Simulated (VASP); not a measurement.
Wanted: the native input for a VASP 6.6.1 run.

```yaml
Task: single point
Functional: PBEsol
Potentials_or_basis: VASP PAW PBE potentials, release 64 (Na_pv)
Cutoff: 520 eV
k_mesh: 12 × 12 × 12
Occupations: fermi-dirac, width 0.05 eV
Spin: no spin polarisation
Dipole_correction: no
Further_INCAR_settings: ALGO = Normal; EDIFF = 1e-07; NBANDS = 10
```

The structure of Na lies in POSCAR:

```
Na
1.0
   -2.1810250000      2.1810250000      2.1175000000
    2.1810250000     -2.1810250000      2.1175000000
    2.1810250000      2.1810250000     -2.1175000000
Na
1
Direct
    0.0000000000      0.0000000000      0.0000000000
```

This cell differs from its parent crystal: equal xx and yy strain of +3 %.

One way to write it, as run:

INCAR

```
SYSTEM = Na
PREC = Accurate
ENCUT = 520
EDIFF = 1E-7
ISMEAR = -1
SIGMA = 0.05
LREAL = .FALSE.
LASPH = .TRUE.
NELM = 80
ALGO = Normal
ISIF = 2
LWAVE = .FALSE.
LCHARG = .FALSE.
GGA = PS
NBANDS = 10
```

KPOINTS

```
Automatic mesh
0
G
  12 12 12
  0 0 0
```

Potentials or basis: VASP PAW PBE potentials, release 64 (Na_pv).

The run is started by

```console
$ cat potpaw_PBE.64/Na_pv/POTCAR > POTCAR
$ mpirun -np 1 vasp_std > vasp.out
```

It gave:

```
Pressure : -0.7 GPa
```

Caveat: the cell differs from its parent crystal (equal xx and yy strain of +3 %); the PAW data sets were made with another functional, which shifts forces and pressure a little.

It took 29 s on 1 thread of Intel(R) Xeon(R) Platinum 8488C (Sapphire Rapids) (shared host), peak memory 0.18 GiB.
